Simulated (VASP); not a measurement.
# Cu (P6/mmm) in VASP: single point with PBE

Aim: the single point of Cu with PBE.

Everything below comes from runs of VASP 6.6.1. Logs are shortened: lines on timing, memory, paths and dates and some standing lists are left out, and cuts for length are marked.

## 1. The cell of the first run

It takes space group P6/mmm (No. 191, hexagonal). The conventional cell has a = 2.080 Å, b = 2.080 Å, c = 1.988 Å, α = 90.00°, β = 90.00°, γ = 120.00°. Cu (site symmetry 6/mmm) has 8 Cu at 1.99 to 2.08 Å within 2.6 Å.

This isn't the form of Cu at room conditions, which is fcc.

## 2. Single point, PBE

INCAR reads:

```
SYSTEM = Cu
PREC     = Accurate       ! precision mode
ENCUT    = 820            ! plane-wave cutoff, eV
EDIFF    = 1E-6           ! SCF threshold, eV
ISMEAR   = -1             ! smearing method
SIGMA    = 0.1            ! smearing width, eV
LREAL    = .False.        ! projectors in reciprocal space
LASPH    = .True.         ! aspherical terms in the spheres
NELM     = 120            ! most SCF steps
ALGO     = Normal         ! electronic algorithm
ISIF     = 2              ! what is computed and relaxed
LWAVE    = .False.        ! write WAVECAR
LCHARG   = .False.        ! write CHGCAR
GGA      = PE             ! functional
NBANDS   = 16             ! bands
GGA_COMPAT= .False.
```

KPOINTS reads:

```
Automatic mesh
0
Gamma
  21 21 19
  0 0 0
```

POSCAR reads:

```
Cu
1.0
    2.0798296504      0.0000000000      0.0000000000
   -1.0399148252      1.8011853128      0.0000000000
    0.0000000000      0.0000000000      1.9881081922
Cu
1
Direct
    0.0000000000      0.0000000000      0.0000000000
```

Potentials or basis: VASP PAW PBE potentials, release 64 (Cu_sv_GW).

On the command line:

```
> cat potpaw_PBE.64/Cu_sv_GW/POTCAR > POTCAR
> mpirun -np 1 vasp_std > vasp.out
```

OUTCAR:

```text
SYSTEM = Cu
   PREC = Accurate
   ENCUT = 820
   EDIFF = 1E-6
   ISMEAR = -1
   LREAL = .False.
   LASPH = .True.
   NELM = 120
   ISIF = 2
   GGA = PE

 ion  position               nearest neighbor table
   1  0.000  0.000  0.000-

  LATTYP: Found a hexagonal cell.
 ALAT       =     2.0798296504
 C/A-ratio  =     0.9558995333

  Lattice vectors:

 A1 = (   2.0798296504,   0.0000000000,   0.0000000000)
 A2 = (  -1.0399148252,   1.8011853128,   0.0000000000)
 A3 = (   0.0000000000,   0.0000000000,   1.9881081922)

Analysis of symmetry for initial positions (statically):
=====================================================================
 Subroutine PRICEL returns:
 Original cell was already a primitive cell.

 Routine SETGRP: Setting up the symmetry group for a
 hexagonal supercell.

 Subroutine GETGRP returns: Found 24 space group operations
 (whereof 24 operations were pure point group operations)
 out of a pool of 24 trial point group operations.

The static configuration has the point symmetry D_6h.

Analysis of symmetry for dynamics (positions and initial velocities):
=====================================================================
 Subroutine PRICEL returns:
 Original cell was already a primitive cell.

 Routine SETGRP: Setting up the symmetry group for a
 hexagonal supercell.

 Subroutine GETGRP returns: Found 24 space group operations
 (whereof 24 operations were pure point group operations)
 out of a pool of 24 trial point group operations.

The dynamic configuration has the point symmetry D_6h.

 Subroutine INISYM returns: Found 24 space group operations
 (whereof 24 operations are pure point group operations),
 and found     1 'primitive' translations

----------------------------------------------------------------------------------------

                                     Primitive cell

  volume of cell :       7.4478

  direct lattice vectors                    reciprocal lattice vectors
     2.079829650  0.000000000  0.000000000     0.480808608  0.277594980  0.000000000
    -1.039914825  1.801185313  0.000000000     0.000000000  0.555189959  0.000000000
     0.000000000  0.000000000  1.988108192     0.000000000  0.000000000  0.502990735

  length of vectors
[... 69 lines left out ...]
   NGXF,Y,Z  is equivalent  to a cutoff of  31.97, 31.97, 33.45 a.u.
 SYSTEM =  Cu
   PREC   = accura    normal or accurate (medium, high low for compatibility)
   ISTART =      0    job   : 0-new  1-cont  2-samecut
   ICHARG =      2    charge: 1-file 2-atom 10-const
   ISPIN  =      1    spin polarized calculation?
   LNONCOLLINEAR =      F non collinear calculations
   LSORBIT =      F    spin-orbit coupling
   LASPH  =      T    aspherical Exc in radial PAW
   ENCUT  =  820.0 eV  60.27 Ry    7.76 a.u.   4.86  4.86  4.64*2*pi/ulx,y,z
   NELM   =    120;   NELMIN=  2; NELMDL= -5     # of ELM steps
   EDIFF  = 0.1E-05   stopping-criterion for ELM
   LREAL  =      F    real-space projection
   EDIFFG = 0.1E-04   stopping-criterion for IOM
   NSW    =      0    number of steps for IOM
   IBRION =     -1    ionic relax: 0-MD 1-quasi-New 2-CG
   NFREE  =      0    steps in history (QN), initial steepest desc. (CG)
   ISIF   =      2    stress and relaxation
   ISYM   =      2    0-nonsym 1-usesym 2-fastsym
   POTIM  = 0.5000    time-step for ionic-motion
   TEBEG  =    0.0;   TEEND  =   0.0 temperature during run
   PSTRESS=    0.0 pullay stress
   NELECT =      19.0000    total number of electrons
   NUPDOWN=      -1.0000    fix difference up-down
   EMIN   =  10.00;   EMAX   =-10.00  energy-range for DOS
   EFERMI =   0.00;   METHOD = LEGACY
   ISMEAR =    -1;   SIGMA  =   0.10  broadening in eV -4-tet -1-fermi 0-gaus
   EFERMI_NEDOS =   21; number of points for ismear=-14 and -15
   IALGO  =     38    algorithm
   IMIX   =      4    mixing-type and parameters
     AMIX     =   0.40;   BMIX     =  1.00
     AMIX_MAG =   1.60;   BMIX_MAG =  1.00
  volume/ion in A,a.u.               =       7.45        50.26
  Fermi-wavevector in a.u.,A,eV,Ry     =   2.236921  4.227168 68.081041  5.003815
  Thomas-Fermi vector in A             =   3.189181
   LORBIT       =      0    0 simple, 1 ext, 2 COOP (PROOUT), +10 PAW based schemes
   GGA     = PE    functional components
   LHFCALC =     F    Hartree Fock is set to
   AEXX    =    0.0000 exact exchange contribution
   IVDW    =     0    specifies the selected vdW correction
   LEPSILON=     F    determine dielectric tensor
   LRPA    =     F    only Hartree local field effects (RPA)
 non-spin polarized calculation
  energy-cutoff  :      820.00
  volume of cell :        7.45
 maximum number of plane-waves:       412
 NGX is ok and might be reduce to    20
   NGX =  9   NGY =  9   NGZ =  9

 number of electron      18.9999991 magnetization

 Free energy of the ion-electron system (eV)
  ---------------------------------------------------
  ext. energy  EPLUGINS =         0.00000000
  ---------------------------------------------------
  free energy    TOTEN  =        -0.90052160 eV

  energy without entropy =       -0.89373367  energy(sigma->0) =       -0.89712763

 E-fermi :  14.9824     XC(G=0): -16.5295

 val. band max:       14.9694643270   @ k =   0.3333   0.1429   0.1053
 cond. band min:      14.9841362174   @ k =   0.2857   0.0476   0.3684
 fundamental gap:      0.0146718903
 Fermi energy:        14.9824086770

 k-point     1 :       0.0000    0.0000    0.0000
  band No.  band energies     occupation
      1     -99.3390      2.00000
      2     -56.3130      2.00000
      3     -56.3130      2.00000
      4     -56.2246      2.00000
      5       1.4596      2.00000
      6       7.1388      2.00000
[... 433 lines left out ...]
      3     -56.4195      2.00000
      4     -56.1810      2.00000
      5       4.3757      2.00000
      6       7.8369      2.00000
[... 8 lines left out ...]
     15      47.7595      0.00000
     16      56.4585      0.00000

 [... further k-points ...]
[... 5 lines left out ...]
  --------------------------------------------------------------------------------------
  -------------------------------------------------------------------------------------
  Total       12.0171881     12.0171881     12.0237683      0.0000000      0.0000000      0.0000000
  in kB     2585.1590348   2585.1590348   2586.5745717      0.0000000      0.0000000      0.0000000
  external PRESSURE =    2585.6308804 kB  Pullay stress =       0.0000000 kB

 VOLUME and BASIS-vectors are now :
 -----------------------------------------------------------------------------
  energy-cutoff  :      820.00
  volume of cell :        7.45
      direct lattice vectors                 reciprocal lattice vectors
     2.079829650  0.000000000  0.000000000     0.480808608  0.277594980  0.000000000
    -1.039914825  1.801185313  0.000000000     0.000000000  0.555189959  0.000000000
     0.000000000  0.000000000  1.988108192     0.000000000  0.000000000  0.502990735

 POSITION                                       TOTAL-FORCE (eV/Angst)
 -----------------------------------------------------------------------------------
      0.00000      0.00000      0.00000         0.000000      0.000000      0.000000
 -----------------------------------------------------------------------------------
    total drift:                               -0.000000      0.000000     -0.000000

  FREE ENERGIE OF THE ION-ELECTRON SYSTEM (eV)
  ---------------------------------------------------
  free  energy   TOTEN  =        -0.9005216011 eV

  energy  without entropy=       -0.8937336674  energy(sigma->0) =       -0.89712763
```

stdout:

```text
POSCAR found type information on POSCAR Cu
 POSCAR found :  1 types and       1 ions
 scaLAPACK will be used
 LDA part: xc-table for (Slater+PW92), standard interpolation
 POSCAR, INCAR and KPOINTS ok, starting setup
 FFT: planning ... GRIDC
 FFT: planning ... GRID_SOFT
 FFT: planning ... GRID
 WAVECAR not read
 entering main loop
```

Run time: 48 s. Hardware: 1 thread of AMD EPYC 9R45 (Zen 5), shared host; peak memory 0.22 GiB.

Results:

| Quantity | Value |
| --- | --- |
| Free energy | -0.9005 eV |
| Pressure | 258.6 GPa |
| Band gap on the k mesh | zero (an odd number of electrons rules out a gap without spin polarisation) |

Caveat: the cell stands under pressure.
